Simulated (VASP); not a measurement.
Crystal: Li.

```
CELL_PARAMETERS angstrom
-1.75465 1.75465 1.75465
1.75465 -1.75465 1.75465
1.75465 1.75465 -1.75465
ATOMIC_POSITIONS crystal
Li 0.00000 0.00000 0.00000
```

| Property | Result |
| --- | --- |
| Program | VASP 6.6.1 |
| Task | relaxation of cell and atoms |
| Functional | HF |
| Potentials or basis | VASP PAW PBE potentials, release 64 (Li_sv) |
| Cutoff | 600 eV |
| k mesh | 6 × 6 × 6 |
| Occupations | fermi-dirac, width 0.05 eV |
| Spin | no spin polarisation |

At the start: pressure 1.5 GPa; volume 21.61 Å³/atom.

Problem. Where does the relaxation end?

Solution. Over 4 steps the energy falls by 14.2 meV/atom and the volume is 24.89 Å³/atom (+15.2 %); space group Im-3m (No. 229, to 0.1 Å) before and after.

Step by step:
| step | energy change (eV) | largest force (eV/Å) | pressure (GPa) | volume (Å³) |
| --- | --- | --- | --- | --- |
| 1 | 0.0000 | 0.0000 | 1.49 | 21.61 |
| 2 | -0.0052 | 0.0000 | 1.17 | 22.24 |
| 3 | -0.0136 | 0.0000 | 0.26 | 24.22 |
| 4 | -0.0142 | 0.0000 | 0.04 | 24.89 |

Final structure:
```xyz
1
Lattice="-1.8392 1.8392 1.8392 1.8392 -1.8392 1.8392 1.8392 1.8392 -1.8392" Properties=species:S:1:pos:R:3 pbc="T T T"
Li   -1.8392    1.8392    1.8392
```

Caveat: the k points lie up to 0.40 Å⁻¹ apart in the final cell, too coarse for converged energies and pressures of a metal; the cutoff is under 1.25 times the usual one of these potentials, so pressure, stress and relaxed cells hold a basis-set (Pulay) error; the volume moved by over 15 % at a fixed basis, so the end points are rough; the PAW data sets were made with another functional, which shifts forces and pressure a little.
